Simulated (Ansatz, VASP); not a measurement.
**InAs: VASP beside Ansatz**

```
In As
1.0
     0.00000    3.02044    3.02044
     3.02044    0.00000    3.02044
     3.02044    3.02044    0.00000
In As
1 1
Direct
  0.00000 0.00000 0.00000
  0.25000 0.25000 0.25000
```

Alike in both runs: task relaxation of cell and atoms; functional PBEsol; k mesh 12 × 12 × 12; occupations gaussian, width 0.1 eV; no spin polarisation.

```csv
,VASP,Ansatz
version,VASP 6.6.1,Ansatz 0.2.0
potentials or method,"VASP PAW PBE potentials, release 64 (In_d, As), cutoff 600 eV","scalar-relativistic, plane waves, PAW"
valence electrons in the cell,18,28
```

|  | VASP | Ansatz | Ansatz less VASP |
| --- | --- | --- | --- |
| gap on the k mesh at the Fermi level, each at its own relaxed structure (eV) | none | none | - |
| relaxed volume (Å³/atom) | 28.24 | 28.20 | -0.044 |
| relaxed length of the cell vector where the two differ most in proportion (Å) | 4.307 | 4.305 | -0.0022 |

VASP's potentials were made for PBE, not for PBEsol. A gap of «none» marks a metal or a gap that the smearing closes. VASP's potentials hold 18 valence electrons a cell and Ansatz's 28, so a difference there can come from the potentials and not from the codes.
